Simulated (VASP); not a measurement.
Write the native input for VASP 6.6.1 that does the following.

| Property | Result |
| --- | --- |
| Task | single point |
| Functional | LDA |
| Potentials or basis | VASP PAW LDA potentials, release 64 (Rb_sv, Br) |
| Cutoff | 520 eV |
| k mesh | 6 × 6 × 6 |
| Occupations | gaussian, width 0.01 eV |
| Spin | no spin polarisation |
| Dipole correction | no |
| Further INCAR settings | ALGO = Normal; EDIFF = 1e-06; NBANDS = 15 |

The structure of RbBr lies in POSCAR:

```
RbBr
1.0
    4.1242529966      0.0000000000      0.0000000000
    0.0000000000      4.1242529966      0.0000000000
    0.0000000000      0.0000000000      4.1242529966
Rb Br
1 1
Direct
    0.0000000000      0.0000000000      0.0000000000
    0.5000000000      0.5000000000      0.5000000000
```

These files were run (other wordings do the same):

INCAR

```
  PREC = Accurate
  ENCUT = 520
  EDIFF = 1E-6
  ISMEAR = 0
  SIGMA = 0.01
  LREAL = False
  LASPH = True
  NELM = 80
  ALGO = Normal
  ISIF = 2
  LWAVE = False
  LCHARG = False
  GGA = CA
  NBANDS = 15
```

KPOINTS

```
Automatic mesh
0
Gamma
  6 6 6
```

Potentials or basis: VASP PAW LDA potentials, release 64 (Rb_sv, Br).

The run is started by

```bash
$ cat potpaw_LDA.64/Rb_sv/POTCAR potpaw_LDA.64/Br/POTCAR > POTCAR
$ mpirun -np 1 vasp_std > vasp.out
```

It gave:

* Pressure: -1.9 GPa
* Band gap on the k mesh: 3.69 eV (least direct gap 3.85 eV)

Run time: 17 s on 1 thread of Intel Xeon 8259CL, with other jobs on the host, peak memory 0.16 GiB.
